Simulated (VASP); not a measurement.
# Zr2Si3 (P-6m2) in VASP: a series of runs

Runs on Zr2Si3. Level: PBE. Tasks: single point.

Program: VASP 6.6.1. These are calculated values, not measurements. Logs are shortened: lines on timing, memory, paths and dates and some standing lists are left out, and cuts for length are marked.

### 1 The cell of the first run

The structure is hexagonal, space group P-6m2 (No. 187). Conventional cell: a = 4.502 Å, b = 4.502 Å, c = 5.240 Å, α = 90.00°, β = 90.00°, γ = 120.00°. Within 3.5 Å of Zr (site symmetry -6m2) lie 8 Si at 2.62 to 2.92 Å. Zr (site symmetry -6m2) has 9 Si at 2.60 to 2.91 Å within 3.4 Å. Si (site symmetry 3m) has 5 Si at 2.60 to 2.91 Å and 6 Zr at 2.91 to 2.92 Å within 3.4 Å. Si (site symmetry -6m2) has 5 Zr at 2.60 to 2.62 Å and 6 Si at 2.91 Å within 3.4 Å.

### 2 Single point, PBE

INCAR reads:

```
PREC     = Accurate       # precision mode
ENCUT    = 520            # plane-wave cutoff, eV
EDIFF    = 1E-6           # SCF threshold, eV
ISMEAR   = 0              # smearing method
SIGMA    = 0.1            # smearing width, eV
LREAL    = False          # projectors in reciprocal space
LASPH    = True           # aspherical terms in the spheres
NELM     = 80             # most SCF steps
ALGO     = Normal         # electronic algorithm
ISIF     = 2              # what is computed and relaxed
LWAVE    = False          # write WAVECAR
LCHARG   = False          # write CHGCAR
GGA      = PE             # functional
NBANDS   = 26             # bands
```

KPOINTS reads:

```
Automatic mesh
0
Gamma
  12 12 8
```

POSCAR reads:

```
Zr2Si3
1.0
    4.5017779876      0.0000000000      0.0000000000
   -2.2508889938      3.8986540995      0.0000000000
    0.0000000000      0.0000000000      5.2402834439
Zr Si
2 3
Direct
    0.6666666667      0.3333333333      0.5000000000
    0.3333333333      0.6666666667      0.0000000000
    0.0000000000      0.0000000000      0.7522895313
    0.0000000000      0.0000000000      0.2477104687
    0.6666666667      0.3333333333      0.0000000000
```

Potentials or basis: VASP PAW PBE potentials, release 64 (Zr_sv, Si).

Launch:

```console
$ cat potpaw_PBE.64/Zr_sv/POTCAR potpaw_PBE.64/Si/POTCAR > POTCAR
$ mpirun -np 1 vasp_std > vasp.out
```

OUTCAR:

```text
PREC = Accurate
   ENCUT = 520
   EDIFF = 1E-6
   ISMEAR = 0
   LREAL = False
   LASPH = True
   NELM = 80
   ISIF = 2
   GGA = PE

 ion  position               nearest neighbor table
   1  0.667  0.333  0.500-   5 2.62   5 2.62   3 2.92   4 2.92   3 2.92   4 2.92   3 2.92   4 2.92
                             2 3.69   2 3.69   2 3.69   2 3.69   2 3.69   2 3.69
   2  0.333  0.667  0.000-   5 2.60   5 2.60   5 2.60   3 2.91   4 2.91   4 2.91   3 2.91   4 2.91
                             3 2.91   1 3.69   1 3.69   1 3.69   1 3.69   1 3.69   1 3.69
   3  0.000  0.000  0.752-   4 2.60   4 2.64   5 2.91   2 2.91   5 2.91   2 2.91   5 2.91   2 2.91
                             1 2.92   1 2.92   1 2.92
   4  0.000  0.000  0.248-   3 2.60   3 2.64   2 2.91   5 2.91   5 2.91   2 2.91   5 2.91   2 2.91
                             1 2.92   1 2.92   1 2.92
   5  0.667  0.333  0.000-   2 2.60   2 2.60   2 2.60   1 2.62   1 2.62   3 2.91   4 2.91   3 2.91
                             4 2.91   3 2.91   4 2.91

  LATTYP: Found a hexagonal cell.
 ALAT       =     4.5017779876
 C/A-ratio  =     1.1640475071

  Lattice vectors:

 A1 = (   4.5017779876,   0.0000000000,   0.0000000000)
 A2 = (  -2.2508889938,   3.8986540995,   0.0000000000)
 A3 = (   0.0000000000,   0.0000000000,   5.2402834439)

Analysis of symmetry for initial positions (statically):
=====================================================================
 Subroutine PRICEL returns:
 Original cell was already a primitive cell.

 Routine SETGRP: Setting up the symmetry group for a
 hexagonal supercell.

 Subroutine GETGRP returns: Found 12 space group operations
 (whereof 12 operations were pure point group operations)
 out of a pool of 24 trial point group operations.

The static configuration has the point symmetry D_3h.

Analysis of symmetry for dynamics (positions and initial velocities):
=====================================================================
 Subroutine PRICEL returns:
 Original cell was already a primitive cell.

 Routine SETGRP: Setting up the symmetry group for a
 hexagonal supercell.

 Subroutine GETGRP returns: Found 12 space group operations
 (whereof 12 operations were pure point group operations)
 out of a pool of 24 trial point group operations.

The dynamic configuration has the point symmetry D_3h.

 Subroutine INISYM returns: Found 12 space group operations
 (whereof 12 operations are pure point group operations),
 and found     1 'primitive' translations

----------------------------------------------------------------------------------------

                                     Primitive cell

  volume of cell :      91.9716

  direct lattice vectors                    reciprocal lattice vectors
     4.501777988  0.000000000  0.000000000     0.222134455  0.128249387  0.000000000
    -2.250888994  3.898654099  0.000000000     0.000000000  0.256498775  0.000000000
     0.000000000  0.000000000  5.240283444     0.000000000  0.000000000  0.190829372

  length of vectors
     4.501777988  4.501777988  5.240283444     0.256498775  0.256498775  0.190829372

  position of ions in fractional coordinates (direct lattice)
     0.666666667  0.333333333  0.500000000
     0.333333333  0.666666667  0.000000000
     0.000000000  0.000000000  0.752289531
     0.000000000  0.000000000  0.247710469
     0.666666667  0.333333333  0.000000000

  ion indices of the primitive-cell ions
   primitive index   ion index
                 1           1
                 2           2
                 3           3
                 4           4
                 5           5

----------------------------------------------------------------------------------------

 KPOINTS: Automatic mesh

Automatic generation of k-mesh.
 Grid dimensions read from file:
 generate k-points for:   12   12    8

 Generating k-lattice:

  Cartesian coordinates                     Fractional coordinates (reciprocal lattice)
     0.018511205  0.010687449  0.000000000     0.083333333  0.000000000  0.000000000
     0.000000000  0.021374898  0.000000000     0.000000000  0.083333333  0.000000000
     0.000000000  0.000000000  0.023853672     0.000000000  0.000000000  0.125000000

  Length of vectors
     0.021374898  0.021374898  0.023853672

  Shift w.r.t. Gamma in fractional coordinates (k-lattice)
     0.000000000  0.000000000  0.000000000

 Subroutine IBZKPT returns following result:
 ===========================================

 Found     95 irreducible k-points:

 Following reciprocal coordinates:
            Coordinates               Weight
  0.000000  0.000000  0.000000      1.000000
  0.083333  0.000000  0.000000      6.000000
  0.166667  0.000000  0.000000      6.000000
  0.250000  0.000000  0.000000      6.000000
  0.333333  0.000000  0.000000      6.000000
  0.416667  0.000000  0.000000      6.000000
[... 16 lines left out ...]
  0.250000  0.000000  0.125000     12.000000
  0.333333  0.000000  0.125000     12.000000
 [... further k-points ...]
   k-points           NKPTS =     95   k-points in BZ     NKDIM =     95   number of bands    NBANDS=     26
   number of dos      NEDOS =    301   number of ions     NIONS =      5
   total plane-waves  NPLWV =  51840
   dimension x,y,z NGX =    36 NGY =   36 NGZ =   40
   dimension x,y,z NGXF=    72 NGYF=   72 NGZF=   80
   ions per type =               2   3
   NGX,Y,Z   is equivalent  to a cutoff of  13.29, 13.29, 12.69 a.u.
   NGXF,Y,Z  is equivalent  to a cutoff of  26.59, 26.59, 25.38 a.u.
 SYSTEM =  unknown system
   PREC   = accura    normal or accurate (medium, high low for compatibility)
   ISTART =      0    job   : 0-new  1-cont  2-samecut
   ICHARG =      2    charge: 1-file 2-atom 10-const
   ISPIN  =      1    spin polarized calculation?
   LNONCOLLINEAR =      F non collinear calculations
   LSORBIT =      F    spin-orbit coupling
   LASPH  =      T    aspherical Exc in radial PAW
   ENCUT  =  520.0 eV  38.22 Ry    6.18 a.u.   8.37  8.37  9.74*2*pi/ulx,y,z
   NELM   =     80;   NELMIN=  2; NELMDL= -5     # of ELM steps
   EDIFF  = 0.1E-05   stopping-criterion for ELM
   LREAL  =      F    real-space projection
   EDIFFG = 0.1E-04   stopping-criterion for IOM
   NSW    =      0    number of steps for IOM
   IBRION =     -1    ionic relax: 0-MD 1-quasi-New 2-CG
   NFREE  =      0    steps in history (QN), initial steepest desc. (CG)
   ISIF   =      2    stress and relaxation
   ISYM   =      2    0-nonsym 1-usesym 2-fastsym
   POTIM  = 0.5000    time-step for ionic-motion
   TEBEG  =    0.0;   TEEND  =   0.0 temperature during run
   PSTRESS=    0.0 pullay stress
   NELECT =      36.0000    total number of electrons
   NUPDOWN=      -1.0000    fix difference up-down
   EMIN   =  10.00;   EMAX   =-10.00  energy-range for DOS
   EFERMI =   0.00;   METHOD = LEGACY
   ISMEAR =     0;   SIGMA  =   0.10  broadening in eV -4-tet -1-fermi 0-gaus
   EFERMI_NEDOS =   21; number of points for ismear=-14 and -15
   IALGO  =     38    algorithm
   IMIX   =      4    mixing-type and parameters
     AMIX     =   0.40;   BMIX     =  1.00
     AMIX_MAG =   1.60;   BMIX_MAG =  1.00
  volume/ion in A,a.u.               =      18.39       124.13
  Fermi-wavevector in a.u.,A,eV,Ry     =   1.197543  2.263028 19.512243  1.434109
  Thomas-Fermi vector in A             =   2.333455
   LORBIT       =      0    0 simple, 1 ext, 2 COOP (PROOUT), +10 PAW based schemes
   GGA     = PE    functional components
   LHFCALC =     F    Hartree Fock is set to
   AEXX    =    0.0000 exact exchange contribution
   IVDW    =     0    specifies the selected vdW correction
   LEPSILON=     F    determine dielectric tensor
   LRPA    =     F    only Hartree local field effects (RPA)
 non-spin polarized calculation
 Gauss-broadening in eV      SIGMA  =   0.10
  energy-cutoff  :      520.00
  volume of cell :       91.97
 maximum number of plane-waves:      2504
 NGX is ok and might be reduce to    36
   NGX = 17   NGY = 17   NGZ = 19

 number of electron      35.9999999 magnetization

 Free energy of the ion-electron system (eV)
  ---------------------------------------------------
  ext. energy  EPLUGINS =         0.00000000
  ---------------------------------------------------
  free energy    TOTEN  =       -34.57889342 eV

  energy without entropy =      -34.56825647  energy(sigma->0) =      -34.57357494

 E-fermi :   9.0778     XC(G=0): -10.9262

 val. band max:        9.0665314747   @ k =   0.2500   0.1667   0.5000
 cond. band min:       9.0779751389   @ k =   0.2500   0.0000   0.2500
 fundamental gap:      0.0114436642
 Fermi energy:         9.0777584387

 k-point     1 :       0.0000    0.0000    0.0000
  band No.  band energies     occupation
      1     -40.1588      2.00000
      2     -39.3677      2.00000
      3     -18.2440      2.00000
      4     -18.2181      2.00000
      5     -18.2181      2.00000
      6     -17.5288      2.00000
[... 18 lines left out ...]
     25      12.1675      0.00000
     26      14.2839      0.00000

 k-point     2 :       0.0833    0.0000    0.0000
  band No.  band energies     occupation
      1     -40.1587      2.00000
      2     -39.3676      2.00000
      3     -18.2428      2.00000
      4     -18.2199      2.00000
      5     -18.2187      2.00000
      6     -17.5295      2.00000
[... 18 lines left out ...]
     25      11.9636      0.00000
     26      14.2097      0.00000

 k-point     3 :       0.1667    0.0000    0.0000
  band No.  band energies     occupation
      1     -40.1585      2.00000
      2     -39.3673      2.00000
      3     -18.2396      2.00000
      4     -18.2250      2.00000
      5     -18.2203      2.00000
      6     -17.5313      2.00000
[... 18 lines left out ...]
     25      11.7839      0.00000
     26      13.6571      0.00000

 k-point     4 :       0.2500    0.0000    0.0000
  band No.  band energies     occupation
      1     -40.1582      2.00000
      2     -39.3670      2.00000
      3     -18.2352      2.00000
      4     -18.2320      2.00000
      5     -18.2225      2.00000
      6     -17.5338      2.00000
[... 18 lines left out ...]
     25      11.9609      0.00000
     26      13.0397      0.00000

 k-point     5 :       0.3333    0.0000    0.0000
  band No.  band energies     occupation
      1     -40.1579      2.00000
      2     -39.3667      2.00000
      3     -18.2390      2.00000
      4     -18.2308      2.00000
      5     -18.2247      2.00000
      6     -17.5364      2.00000
[... 18 lines left out ...]
     25      12.2436      0.00000
     26      13.0892      0.00000

 k-point     6 :       0.4167    0.0000    0.0000
  band No.  band energies     occupation
      1     -40.1577      2.00000
      2     -39.3664      2.00000
      3     -18.2442      2.00000
      4     -18.2275      2.00000
      5     -18.2264      2.00000
      6     -17.5383      2.00000
[... 427 lines left out ...]
 k-point    21 :       0.0833    0.0000    0.1250
  band No.  band energies     occupation
      1     -40.1586      2.00000
      2     -39.3676      2.00000
      3     -18.2422      2.00000
      4     -18.2196      2.00000
      5     -18.2184      2.00000
      6     -17.5322      2.00000
[... 18 lines left out ...]
     25      12.2270      0.00000
     26      13.9755      0.00000

 k-point    22 :       0.1667    0.0000    0.1250
  band No.  band energies     occupation
      1     -40.1584      2.00000
      2     -39.3674      2.00000
      3     -18.2401      2.00000
      4     -18.2246      2.00000
      5     -18.2199      2.00000
      6     -17.5336      2.00000
[... 18 lines left out ...]
     25      12.1437      0.00000
     26      13.7508      0.00000

 k-point    23 :       0.2500    0.0000    0.1250
  band No.  band energies     occupation
      1     -40.1582      2.00000
      2     -39.3670      2.00000
      3     -18.2380      2.00000
      4     -18.2306      2.00000
      5     -18.2221      2.00000
      6     -17.5357      2.00000
[... 18 lines left out ...]
     25      12.2054      0.00000
     26      13.2636      0.00000

 k-point    24 :       0.3333    0.0000    0.1250
  band No.  band energies     occupation
      1     -40.1579      2.00000
      2     -39.3667      2.00000
      3     -18.2409      2.00000
      4     -18.2316      2.00000
      5     -18.2242      2.00000
      6     -17.5381      2.00000
[... 18 lines left out ...]
     25      12.4472      0.00000
     26      13.1055      0.00000

 [... further k-points ...]
[... 5 lines left out ...]
  --------------------------------------------------------------------------------------
  -------------------------------------------------------------------------------------
  Total        0.0111371      0.0111371      0.0054108      0.0000000      0.0000000      0.0000000
  in kB        0.1940120      0.1940120      0.0942578      0.0000000      0.0000000      0.0000000
  external PRESSURE =       0.1607606 kB  Pullay stress =       0.0000000 kB

 VOLUME and BASIS-vectors are now :
 -----------------------------------------------------------------------------
  energy-cutoff  :      520.00
  volume of cell :       91.97
      direct lattice vectors                 reciprocal lattice vectors
     4.501777988  0.000000000  0.000000000     0.222134455  0.128249387  0.000000000
    -2.250888994  3.898654099  0.000000000     0.000000000  0.256498775  0.000000000
     0.000000000  0.000000000  5.240283444     0.000000000  0.000000000  0.190829372

 POSITION                                       TOTAL-FORCE (eV/Angst)
 -----------------------------------------------------------------------------------
      2.25089      1.29955      2.62014         0.000000     -0.000000      0.000000
     -0.00000      2.59910      0.00000        -0.000000      0.000000      0.000000
      0.00000      0.00000      3.94221        -0.000000     -0.000000     -0.000309
      0.00000      0.00000      1.29807        -0.000000     -0.000000      0.000309
      2.25089      1.29955      0.00000        -0.000000     -0.000000      0.000000
 -----------------------------------------------------------------------------------
    total drift:                               -0.000000      0.000000     -0.000000

  FREE ENERGIE OF THE ION-ELECTRON SYSTEM (eV)
  ---------------------------------------------------
  free  energy   TOTEN  =       -34.5788934216 eV

  energy  without entropy=      -34.5682564679  energy(sigma->0) =      -34.57357494
```

Run time: 85 s. Hardware: 1 thread of Intel Xeon 6975P-C (Granite Rapids), shared host; peak memory 0.34 GiB.

Results:

- Free energy: -34.5789 eV
- Pressure: 0.0 GPa
- Band gap on the k mesh: zero (band 18 reaches 9.92 eV, above the bottom of band 19 at 8.85 eV)

### 3 Single point, PBE, collinear spin, ferromagnetic start

INCAR reads:

```
SYSTEM = Zr2Si3
  PREC = Accurate
  ENCUT = 520
  EDIFF = 1E-6
  ISMEAR = 0
  SIGMA = 0.1
  LREAL = .FALSE.
  LASPH = .TRUE.
  NELM = 150
  ALGO = Normal
  ISIF = 2
  LWAVE = .FALSE.
  LCHARG = .FALSE.
  ISPIN = 2
  MAGMOM = 1 1 0 0 0
  LORBIT = 11
  LMAXMIX = 4
  GGA = PE
  NBANDS = 30
```

KPOINTS reads:

```
regular mesh
0
G
  6 6 4
  0 0 0
```

POSCAR reads:

```
Zr2Si3
1.0
    4.4925218612      0.0000000000      0.0000000000
   -2.2462609306      3.8906380589      0.0000000000
    0.0000000000      0.0000000000      5.2572136247
Zr Si
2 3
Direct
    0.6666666667      0.3333333333      0.5000000000
    0.3333333333      0.6666666667      0.0000000000
    0.0000000000      0.0000000000      0.7496825723
    0.0000000000      0.0000000000      0.2503174277
    0.6666666667      0.3333333333      0.0000000000
```

Potentials or basis: VASP PAW PBE potentials, release 64 (Zr_sv, Si).

Launch:

```console
$ cat potpaw_PBE.64/Zr_sv/POTCAR potpaw_PBE.64/Si/POTCAR > POTCAR
$ mpirun -np 1 vasp_std > vasp.out
```

It took 60 s on 1 thread of Intel Xeon 6975P-C (Granite Rapids), shared host; peak memory 0.29 GiB.

Results (log left out):

* Free energy: -34.5648 eV
* Pressure: 0.1 GPa
* Largest force: 0.040 eV/Å
* Band gap on the k mesh: zero (filled and empty bands overlap)
* Net moment: 0.00 μB per cell
* Valence electrons inside the program's atomic spheres: Zr 9.78, 9.97; Si 1.60, 1.73

Forces on the atoms (eV/Å):
```
Zr   0.000  0.000  0.000
Zr   0.000  0.000  0.000
Si   0.000  0.000  0.040
Si   0.000  0.000 -0.040
Si   0.000  0.000  0.000
```

Stress tensor (GPa, compression positive):
```
 0.20  0.00  0.00
 0.00  0.20  0.00
 0.00  0.00 -0.23
```

Levels at points of the mesh, in eV from the Fermi level:
Spin up:
```csv
k point,band 14,band 15,band 16,band 17,band 18,band 19,band 20,band 21,band 22,band 23
"(0.00, 0.00, 0.00)",-3.22,-1.27,-1.27,-0.85,-0.85,-0.08,-0.08,0.86,1.94,2.34
"(0.50, 0.00, 0.00)",-3.26,-2.72,-2.42,-0.62,-0.36,0.67,1.44,1.70,2.31,2.69
"(0.00, 0.00, 0.50)",-3.11,-2.45,-2.45,-0.42,0.96,0.96,1.03,1.03,2.16,2.16
"(0.50, 0.00, 0.50)",-2.42,-2.23,-2.05,-0.26,-0.07,0.45,0.89,1.33,1.52,2.61
```
Spin down:
```csv
k point,band 15,band 16,band 17,band 18,band 19,band 20,band 21,band 22
"(0.00, 0.00, 0.00)",-1.27,-1.27,-0.85,-0.85,-0.08,-0.08,0.86,1.94
"(0.50, 0.00, 0.00)",-2.72,-2.42,-0.62,-0.36,0.67,1.44,1.70,2.31
"(0.00, 0.00, 0.50)",-2.45,-2.45,-0.42,0.96,0.96,1.03,1.03,2.16
"(0.50, 0.00, 0.50)",-2.23,-2.05,-0.26,-0.07,0.45,0.89,1.33,1.52
```
